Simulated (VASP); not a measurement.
## MgB2: single point with LDA

Crystal: MgB2.

```
Mg B
1.0
     3.02202    0.00000    0.00000
    -1.51101    2.61715    0.00000
     0.00000    0.00000    3.45108
Mg B
1 2
Direct
  0.00000 0.00000 0.00000
  0.33333 0.66667 0.50000
  0.66667 0.33333 0.50000
```

This cell differs from its parent crystal: volume scaled by 0.94.

- Program: VASP 6.6.1
- Task: single point
- Functional: LDA
- Potentials or basis: VASP PAW LDA potentials, release 64 (Mg, B)
- Cutoff: 520 eV
- k mesh: 15 × 15 × 12
- Occupations: fermi-dirac, width 0.05 eV
- Spin: no spin polarisation
- Dipole correction: no
- Further INCAR settings: ALGO = Normal; EDIFF = 1e-06; NBANDS = 11

```yaml
Pressure: 1.3 GPa
Band_gap_on_the_k_mesh: zero (band 4 reaches 7.51 eV, above the bottom of band 5 at 3.56 eV)
```

Stress tensor (GPa, compression positive):
```
1.71 0.00 0.00
0.00 1.71 0.00
0.00 0.00 0.37
```

Levels at points of the mesh, in eV from the Fermi level:
```tsv
k point	band 2	band 3	band 4	band 5	band 6	band 7
(0.00, 0.00, 0.00)	-3.04	0.41	0.41	1.81	6.55	6.55
(0.00, 0.00, 0.50)	-7.71	0.81	0.81	6.86	6.86	8.28
```

It took 27 s on 1 thread of Intel(R) Xeon(R) Platinum 8259CL CPU @ 2.50GHz (Skylake/Cascade Lake) (shared host), peak memory 0.18 GiB.
